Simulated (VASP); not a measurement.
AlAs3:

```
CELL_PARAMETERS angstrom
4.20485 0.00000 0.00000
0.00000 4.20485 0.00000
0.00000 0.00000 4.20485
ATOMIC_POSITIONS crystal
Al 0.00000 0.00000 0.00000
As 0.50000 0.00000 0.50000
As 0.00000 0.50000 0.50000
As 0.50000 0.50000 0.00000
```

| Property | Result |
| --- | --- |
| Program | VASP 6.6.1 |
| Task | relaxation of cell and atoms |
| Functional | PBE |
| Potentials or basis | VASP PAW PBE potentials, release 64 (Al, As) |
| Cutoff | 600 eV |
| k mesh | 12 × 12 × 12 |
| Occupations | gaussian, width 0.1 eV |
| Spin | no spin polarisation |

At the start: pressure 1.7 GPa; volume 18.59 Å³/atom.

Task: How do energy, volume and symmetry change on relaxing?

Result: Over 3 steps the energy falls by 2.1 meV/atom and the volume is 18.99 Å³/atom (+2.2 %); space group Pm-3m (No. 221, to 0.05 Å).

The path:
| step | energy change (eV) | largest force (eV/Å) | pressure (GPa) | volume (Å³) |
| --- | --- | --- | --- | --- |
| 1 | 0.0000 | 0.0000 | 1.69 | 74.35 |
| 2 | -0.0075 | 0.0000 | -0.50 | 76.48 |
| 3 | -0.0084 | 0.0000 | 0.01 | 75.96 |

Final structure:
```
Al As
1.0
     4.23508    0.00000    0.00000
     0.00000    4.23508    0.00000
     0.00000    0.00000    4.23508
Al As
1 3
Cartesian
  0.0000 0.0000 0.0000
  2.1175 0.0000 2.1175
  0.0000 2.1175 2.1175
  2.1175 2.1175 0.0000
```
